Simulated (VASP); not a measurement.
# BeS: single point with LDA

The system is BeS.

```
Be S
1.0
     3.46216    0.00000    0.00000
    -1.73108    2.99832    0.00000
     0.00000    0.00000    6.99243
Be S
2 2
Direct
  0.33333 0.66667 0.25000
  0.66667 0.33333 0.75000
  0.66667 0.33333 0.25000
  0.33333 0.66667 0.75000
```

```yaml
Program: VASP 6.6.1
Task: single point
Functional: LDA
Potentials_or_basis: VASP PAW LDA potentials, release 64 (Be, S)
Cutoff: 520 eV
k_mesh: 12 × 12 × 4
Occupations: gaussian, width 0.01 eV
Spin: no spin polarisation
```

The pressure is -2.9 GPa and the band gap on the k mesh is 3.70 eV, indirect (least direct gap 3.92 eV).

Stress tensor (GPa, compression positive):
```
-3.48  0.00  0.00
 0.00 -3.48  0.00
 0.00  0.00 -1.77
```

Levels at points of the mesh, in eV from the valence-band top:
| k point | band 4 | band 5 | band 6 | band 7 | band 8 | band 9 | band 10 | band 11 | band 12 | band 13 |
| --- | --- | --- | --- | --- | --- | --- | --- | --- | --- | --- |
| (0.00, 0.00, 0.00) | -0.85 | -0.85 | -0.68 | -0.66 | -0.66 | 4.55 | 6.08 | 6.09 | 6.09 | 6.47 |
| (0.50, 0.00, 0.00) | -4.59 | -2.30 | -2.02 | -1.34 | -0.18 | 3.94 | 4.80 | 5.33 | 5.47 | 9.08 |
| (0.00, 0.00, 0.50) | -2.41 | -0.76 | -0.76 | -0.76 | -0.76 | 6.06 | 6.06 | 6.26 | 6.26 | 6.26 |
| (0.50, 0.00, 0.50) | -4.75 | -2.16 | -2.16 | -0.56 | -0.56 | 3.90 | 3.90 | 5.17 | 5.17 | 10.53 |

It took 30 s on 1 thread of Intel(R) Xeon(R) Platinum 8488C (Sapphire Rapids), on a shared host, peak memory 0.19 GiB.

A k mesh can miss the band edges. A hybrid or GW would open this gap; LDA tends to underestimate it.
